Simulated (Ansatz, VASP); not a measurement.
One calculation of BN, two programs

```
B N
1.0
     2.55394    0.00000    0.00000
    -1.27697    2.21178    0.00000
     0.00000    0.00000    4.22685
B N
2 2
Direct
  0.66667 0.33333 0.99972
  0.33333 0.66667 0.49972
  0.66667 0.33333 0.62528
  0.33333 0.66667 0.12528
```

Alike in both runs: task single point; functional PBE; k mesh 6 × 6 × 4; occupations gaussian, width 0.1 eV; no spin polarisation.

```csv
,VASP,Ansatz
version,VASP 6.6.1,Ansatz 0.2.0
potentials or method,"VASP PAW PBE potentials, release 64 (B, N), cutoff 520 eV","scalar-relativistic, plane waves, PAW"
valence electrons in the cell,16,16
```

```csv
,VASP,Ansatz,Ansatz less VASP
gap on the k mesh at the Fermi level (eV),5.20,5.21,+0.017
least direct gap on the mesh (eV),8.25,8.26,+0.006
pressure (GPa),0.2,0.0,-0.24
"traceless stress, the component that is largest in VASP (GPa)",-0.59,-0.57,+0.019
rms of the force components (eV/Å),0.011,0.012,+0.0012
```

Atom by atom the forces differ by 0.001 eV/Å (rms over components). With one functional, cell and mesh, what is left measures potentials, basis and numerics.

The k mesh is coarse, so the values compare programs but aren't converged.
